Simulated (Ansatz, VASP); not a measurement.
## One calculation of ZnSe, two programs

The input POSCAR:

```
ZnSe
1.0
    0.0000000000      2.8324425400      2.8324425400
    2.8324425400      0.0000000000      2.8324425400
    2.8324425400      2.8324425400      0.0000000000
Zn Se
1 1
Direct
    0.0000000000      0.0000000000      0.0000000000
    0.2500000000      0.2500000000      0.2500000000
```

The input INCAR.step1:

```
SYSTEM = ZnSe
PREC = Accurate ; ENCUT = 520
ISMEAR = 0 ; SIGMA = 0.1
LREAL = .False. ; LASPH = .True.
NELM = 100 ; NBANDS = 16
GGA = PE ; ALGO = Normal
EDIFF = 1E-4 ; LWAVE = .True.
LCHARG = .False.
```

The input INCAR.step2:

```
SYSTEM = ZnSe
PREC = Accurate ; ENCUT = 520
EDIFF = 1E-7 ; ISMEAR = 0
SIGMA = 0.1 ; LREAL = .False.
LASPH = .True. ; NELM = 100
ALGO = Normal ; ISIF = 2
LWAVE = .False. ; LCHARG = .False.
METAGGA = R2SCAN ; LMIXTAU = .True.
NBANDS = 16 ; ISTART = 1
```

Contents of KPOINTS:

```
regular mesh
0
Gamma
  6 6 6
  0 0 0
```

Input for Ansatz:

```yaml
crystal:
  lattice:
    - [0.0, 2.83244254, 2.83244254]
    - [2.83244254, 0.0, 2.83244254]
    - [2.83244254, 2.83244254, 0.0]
  atoms:
    - { symbol: Zn, position: [0.0, 0.0, 0.0] }
    - { symbol: Se, position: [0.25, 0.25, 0.25] }
basis:
  ecutwfc: 500
kpoints:
  mp_grid: { grid: [6, 6, 6] }
hamiltonian:
  xc: r2scan
  pseudopotentials: { kind: paw, azcp: { folder: soft_1 } }
scf:
  occupations: { method: gaussian, width: 0.1 }
output:
  forces: true
  stress: true
  eigenvalues: true
```

Alike in both runs: task single point; functional r2SCAN; k mesh 6 × 6 × 6; occupations gaussian, width 0.1 eV; no spin polarisation.

|  | VASP | Ansatz |
| --- | --- | --- |
| version | VASP 6.6.1 | Ansatz 0.2.0 |
| potentials or method | VASP PAW PBE potentials, release 64 (Zn, Se), cutoff 520 eV | scalar-relativistic, plane waves, PAW |
| valence electrons in the cell | 18 | 28 |

VASP gave:

- gap on the k mesh at the Fermi level (eV): 1.87
- least direct gap on the mesh (eV): 1.87
- pressure (GPa): 0.1

Problem. Which values does Ansatz return?

Solution. gap on the k mesh at the Fermi level (eV): 1.86; least direct gap on the mesh (eV): 1.86; pressure (GPa): 0.1.

VASP's potentials were made for PBE, not for r2SCAN. VASP's potentials hold 18 valence electrons a cell and Ansatz's 28, so a difference there can come from the potentials and not from the codes.
